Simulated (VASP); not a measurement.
Write the native input for VASP 6.6.1 that does the following.

```
Task                   : single point
Functional             : PBE
Potentials or basis    : VASP PAW PBE potentials, release 64 (Mo_sv, W_sv)
Cutoff                 : 500 eV
k mesh                 : 16 × 16 × 16
Occupations            : gaussian, width 0.1 eV
Spin                   : no spin polarisation
Dipole correction      : no
Further INCAR settings : ALGO = Normal; EDIFF = 1e-06; NBANDS = 28
```

The structure of Mo2W lies in POSCAR:

```
Mo2W
1.0
   -1.5995750455      1.5995750455      4.8016001993
    1.5995750455     -1.5995750455      4.8016001993
    1.5995750455      1.5995750455     -4.8016001993
Mo W
2 1
Direct
    0.3334633596      0.3334633596      0.0000000000
    0.6665366404      0.6665366404      0.0000000000
    0.0000000000      0.0000000000      0.0000000000
```

The input as run:

INCAR

```
SYSTEM = Mo2W
PREC     = Accurate       ! precision mode
ENCUT    = 500            ! plane-wave cutoff, eV
EDIFF    = 1E-6           ! SCF threshold, eV
ISMEAR   = 0              ! smearing method
SIGMA    = 0.1            ! smearing width, eV
LREAL    = .False.        ! projectors in reciprocal space
LASPH    = .True.         ! aspherical terms in the spheres
NELM     = 120            ! most SCF steps
ALGO     = Normal         ! electronic algorithm
ISIF     = 2              ! what is computed and relaxed
LWAVE    = .False.        ! write WAVECAR
LCHARG   = .True.         ! write CHGCAR
GGA      = PE             ! functional
LELF     = .True.         ! ELF
LVHAR    = .True.       
NBANDS   = 28             ! bands
GGA_COMPAT= .False.
```

KPOINTS

```
regular mesh
0
Gamma
  16 16 16
  0 0 0
```

Potentials or basis: VASP PAW PBE potentials, release 64 (Mo_sv, W_sv).

The run is started by

```console
$ cat potpaw_PBE.64/Mo_sv/POTCAR potpaw_PBE.64/W_sv/POTCAR > POTCAR
$ mpirun -np 1 vasp_std > vasp.out
```

It gave:

```
Pressure               : -7.2 GPa
Largest force          : 0.006 eV/Å
Band gap on the k mesh : zero (bands 21 and 22 overlap by 2.24 eV)
```

Caveat: the cell stands under tension; spin-orbit coupling is left out, which moves the levels of the heavy elements.

It took 14 min on 1 thread of Oxide Virtual Turin-like Processor, with other jobs on the host, peak memory 0.51 GiB.
